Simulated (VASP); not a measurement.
Input of a VASP 6.6.1 run:

Contents of INCAR:

```
PREC     = Accurate       # precision mode
ENCUT    = 520            # plane-wave cutoff, eV
EDIFF    = 1E-7           # SCF threshold, eV
ISMEAR   = -1             # smearing method
SIGMA    = 0.13605693000000002 # smearing width, eV
LREAL    = False          # projectors in reciprocal space
LASPH    = True           # aspherical terms in the spheres
NELM     = 80             # most SCF steps
ALGO     = Normal         # electronic algorithm
ISIF     = 2              # what is computed and relaxed
LWAVE    = False          # write WAVECAR
LCHARG   = False          # write CHGCAR
NBANDS   = 12             # bands
```

Contents of KPOINTS:

```
Automatic mesh
0
Gamma
  8 8 8
```

POSCAR

```
Sb
1.0
    0.0000000000      3.4117242307      3.4117242307
    3.4117242307      0.0000000000      3.4117242307
    3.4117242307      3.4117242307      0.0000000000
Sb
2
Direct
    0.0000000000      0.0000000000      0.0000000000
    0.2500000000      0.2500000000      0.2500000000
```

Potentials or basis: VASP PAW LDA potentials, release 64 (Sb).

Launch:

```console
$ cat potpaw_LDA.64/Sb/POTCAR > POTCAR
$ mpirun -np 1 vasp_std > vasp.out
```

(1) Predict the pressure.

(2) Estimate the band gap on the k mesh.

Answers

(1) 0.1 GPa.

(2) zero (band 5 reaches 5.22 eV, above the bottom of band 6 at 3.78 eV).

Caveat: spin-orbit coupling is left out, which moves the levels of the heavy elements.
